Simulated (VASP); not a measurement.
Here is a VASP 6.6.1 calculation.

File INCAR:

```
SYSTEM = SiW8C8
  ALGO = Normal
  EDIFF = 1E-6
  ENCUT = 520
  GGA = PS
  ISIF = 2
  ISMEAR = 0
  LASPH = .True.
  LCHARG = .True.
  LELF = .True.
  LREAL = Auto
  LVHAR = .True.
  LWAVE = .False.
  NBANDS = 88
  NELM = 100
  PREC = Accurate
  SIGMA = 0.05
```

KPOINTS

```
k-points
0
Gamma
  4 4 1
  0 0 0
```

The input POSCAR:

```
SiW8C8
1.0
    5.7948000000      0.0000000000      0.0000000000
   -2.8974000000      5.0184440000      0.0000000000
    0.0000000000      0.0000000000     17.2442500000
W C Si
8 8 1
Direct
    0.0000000000      0.0000000000      0.0579902866
    0.0002972470     -0.0001855157      0.2200106702
    0.0000000000      0.5000000000      0.0579902866
    0.0002981427      0.4997776203      0.2200125839
    0.5000000000      0.0000000000      0.0579902866
    0.5003343955     -0.0001861135      0.2200128739
    0.5000000000      0.5000000000      0.0579902866
    0.5003106892      0.4998013328      0.2260577294
    0.3345250366      0.1687967426      0.1345636372
    0.3315854574      0.1623363736      0.2952492570
    0.3345186000      0.6655178378      0.1345581861
    0.3315711676      0.6685440746      0.2952472273
    0.8334335127      0.1666040311      0.1327323601
    0.8336503334      0.1664647448      0.2836137843
    0.8312360051      0.6655088709      0.1345645070
    0.8377731673      0.6685269378      0.2952496629
    0.1669638258      0.8331435003      0.3469791960
```

Potentials or basis: VASP PAW PBE potentials, release 64 (W_sv, C, Si).

Run with:

```console
$ cat potpaw_PBE.64/W_sv/POTCAR potpaw_PBE.64/C/POTCAR potpaw_PBE.64/Si/POTCAR > POTCAR
$ mpirun -np 1 vasp_std > vasp.out
```

(1) Estimate the band gap on the k mesh.

(2) Estimate the largest force.

Results:

(1) zero (bands 74 and 75 overlap by 0.90 eV).

(2) 0.551 eV/Å.

Caveat: there is no dipole correction, which matters where the two faces differ; the PAW data sets were made with another functional, which shifts forces and pressure a little; spin-orbit coupling is left out, which moves the levels of the heavy elements.
